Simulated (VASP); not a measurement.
Here is a VASP 6.6.1 calculation.

File INCAR:

```
SYSTEM = I
ALGO = Normal ; EDIFF = 1E-6
ENCUT = 520 ; GGA = RE
ISIF = 2 ; ISMEAR = -1
LASPH = .TRUE. ; LCHARG = .TRUE.
LELF = .TRUE. ; LREAL = .FALSE.
LVHAR = .TRUE. ; LWAVE = .FALSE.
NBANDS = 10 ; NELM = 80
PREC = Accurate ; SIGMA = 0.05
```

The input KPOINTS:

```
k-points
0
G
  7 7 11
  0 0 0
```

File POSCAR:

```
I
1.0
    3.2822509166     -5.7004548318      0.4669571198
    3.2822509166      5.7004548318      0.4669571198
   -1.6578694906      0.0000000000      2.4192908110
I
1
Direct
    0.5000000000      0.5000000000      0.5000000000
```

Potentials or basis: VASP PAW PBE potentials, release 64 (I).

Run with:

```console
$ cat potpaw_PBE.64/I/POTCAR > POTCAR
$ mpirun -np 1 vasp_std > vasp.out
```

Problem. Estimate the band gap on the k mesh.

Solution. Zero (an odd number of electrons rules out a gap without spin polarisation).

Problem. Predict the pressure.

Solution. 0.0 GPa.

Caveat: the PAW data sets were made with another functional, which shifts forces and pressure a little; spin-orbit coupling is left out, which moves the levels of the heavy elements; an odd number of electrons without spin polarisation forces a metal; a magnetic or distorted state may lie lower.
